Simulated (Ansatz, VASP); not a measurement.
# LiF: VASP beside Ansatz

The input INCAR:

```
PREC = Accurate
ENCUT = 750
EDIFF = 1E-6
ISMEAR = 0
SIGMA = 0.02
LREAL = False
LASPH = True
NELM = 120
ALGO = Normal
ISIF = 2
LWAVE = False
LCHARG = False
GGA = PE
NBANDS = 12
GGA_COMPAT = False
```

The input KPOINTS:

```
regular mesh
0
Gamma
  10 10 10
```

File POSCAR:

```
LiF
1.0
    0.0000000000      2.0337928472      2.0337928472
    2.0337928472      0.0000000000      2.0337928472
    2.0337928472      2.0337928472      0.0000000000
Li F
1 1
Direct
    0.0000000000      0.0000000000      0.0000000000
    0.5000000000      0.5000000000      0.5000000000
```

Input for Ansatz:

```yaml
crystal:
  lattice:
    - [0.0, 2.0337928472, 2.0337928472]
    - [2.0337928472, 0.0, 2.0337928472]
    - [2.0337928472, 2.0337928472, 0.0]
  atoms:
    - { symbol: Li, position: [0.0, 0.0, 0.0] }
    - { symbol: F, position: [0.5, 0.5, 0.5] }
basis:
  ecutwfc: 420
kpoints:
  mp_grid: { grid: [10, 10, 10] }
  band_path:
    path:
      - [[0.0, 0.0, 0.0], [0.5, 0.0, 0.5], [0.625, 0.25, 0.625]]
      - [[0.375, 0.375, 0.75], [0.0, 0.0, 0.0], [0.5, 0.5, 0.5], [0.5, 0.25, 0.75], [0.5, 0.0, 0.5]]
    npoints: 14
hamiltonian:
  xc: pbe
scf:
  occupations: { method: gaussian, width: 0.02 }
  n_extra_bands: 6
output:
  forces: true
  stress: true
  eigenvalues: true
  populations: true
  dos: { projected: true, de: 0.02, nscf_kmesh: { grid: [15, 15, 15] } }
  bader: true
  write_density: true
  write_potential: true
  elf: true
  volumetric_format: npy
```

Alike in both runs: task single point; functional PBE; k mesh 10 × 10 × 10; occupations gaussian, width 0.02 eV; no spin polarisation.

|  | VASP | Ansatz |
| --- | --- | --- |
| version | VASP 6.6.1 | Ansatz 0.2.0 |
| potentials or method | VASP PAW PBE potentials, release 64 (Li_sv, F), cutoff 750 eV | scalar-relativistic, plane waves, PAW |
| valence electrons in the cell | 10 | 10 |

Ansatz gave:

* gap on the k mesh at the Fermi level (eV): 8.83
* least direct gap on the mesh (eV): 8.83
* pressure (GPa): 0.0

Task: Estimate VASP's values.

Result: gap on the k mesh at the Fermi level (eV): 8.82; least direct gap on the mesh (eV): 8.82; pressure (GPa): -0.7.
